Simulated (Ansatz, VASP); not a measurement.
**GaAs in VASP and in Ansatz**

```
CELL_PARAMETERS angstrom
0.00000 2.80788 2.80788
2.80788 0.00000 2.80788
2.80788 2.80788 0.00000
ATOMIC_POSITIONS crystal
As 0.75000 0.75000 0.75000
Ga 0.00000 0.00000 0.00000
```

Alike in both runs: task single point; functional PBEsol; dispersion D3(BJ); k mesh 8 × 8 × 8; occupations fermi-dirac, width 0.05 eV; no spin polarisation.

```csv
,VASP,Ansatz
version,VASP 6.6.1,Ansatz 0.2.0
potentials or method,"VASP PAW PBE potentials, release 64 (As, Ga_d)",Ansatz PAW
plane-wave cutoff (eV),520,420
valence electrons in the cell,18,28
```

```csv
,VASP,Ansatz,Ansatz less VASP
gap on the k mesh at the Fermi level (eV),0.61,0.59,-0.015
least direct gap on the mesh (eV),0.61,0.59,-0.015
pressure (GPa),-0.3,-0.5,-0.17
```

VASP's potentials were made for PBE, not for PBEsol. VASP's potentials hold 18 valence electrons a cell and Ansatz's 28, so a difference there can come from the potentials and not from the codes.
